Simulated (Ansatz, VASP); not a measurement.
## Two plane-wave programs on Na

```
Na
1.0
    -2.09856    2.09856    2.09856
     2.09856   -2.09856    2.09856
     2.09856    2.09856   -2.09856
Na
1
Cartesian
  0.0000 0.0000 0.0000
```

Alike in both runs: task single point; functional PBE; k mesh 11 × 11 × 11; occupations fermi-dirac, width 0.1 eV; no spin polarisation.

```csv
,VASP,Ansatz
version,VASP 6.6.1,Ansatz 0.2.0
potentials or method,"VASP PAW PBE potentials, release 64 (Na_pv), cutoff 520 eV","plane waves (420 eV) with PAW, scalar-relativistic"
valence electrons in the cell,7,9
```

|  | VASP | Ansatz | Ansatz less VASP |
| --- | --- | --- | --- |
| pressure (GPa) | 0.0 | 0.0 | +0.02 |

VASP's potentials hold 7 valence electrons a cell and Ansatz's 9, so a difference there can come from the potentials and not from the codes.
